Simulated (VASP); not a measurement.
## Ge: single point with r2SCAN

Crystal: Ge.

```
CELL_PARAMETERS angstrom
-2.49302 2.49302 1.50153
2.49302 -2.49302 1.50153
2.49302 2.49302 -1.50153
ATOMIC_POSITIONS crystal
Ge 0.25000 0.75000 0.50000
Ge 0.50000 0.50000 0.00000
```

This cell differs from its parent crystal: ratio of the length along z to the lengths across it x 1.1, volume and fractional coordinates fixed.

| Item | Value |
| --- | --- |
| Program | VASP 6.6.1 |
| Task | single point |
| Functional | r2SCAN |
| Potentials or basis | VASP PAW PBE potentials, release 64 (Ge_d) |
| Cutoff | 550 eV |
| k mesh | 26 × 26 × 26 |
| Occupations | gaussian, width 0.15 eV |
| Spin | no spin polarisation |
| Dipole correction | no |
| Further INCAR settings | ALGO = Normal; EDIFF = 1e-06; NBANDS = 21 |

The pressure is 0.9 GPa. The band gap on the k mesh is zero (bands 14 and 15 overlap by 6.31 eV).

Stress tensor (GPa, compression positive):
```
 2.27  0.00  0.00
 0.00  2.27  0.00
 0.00  0.00 -1.77
```

Levels at points of the mesh, in eV from the Fermi level:
```
           k point  band 12  band 13  band 14  band 15  band 16  band 17
(0.00, 0.00, 0.00)    -2.84    -2.05    -2.05     4.20     6.71     6.86
(0.50, 0.00, 0.00)    -7.07    -2.48    -2.01    -1.77     2.66     3.96
(0.50, 0.50, 0.00)   -10.80     1.05     1.05     3.20     3.20     6.18
(0.50, 0.50, 0.50)    -8.72    -6.02    -6.02     4.25     4.25    12.72
```

Wall time 33 min on 4 MPI ranks on Oxide Virtual Turin-like Processor, with other jobs on the host, peak memory 0.87 GiB a rank.

Caveat: the PAW data sets were made with another functional, which shifts forces and pressure a little.
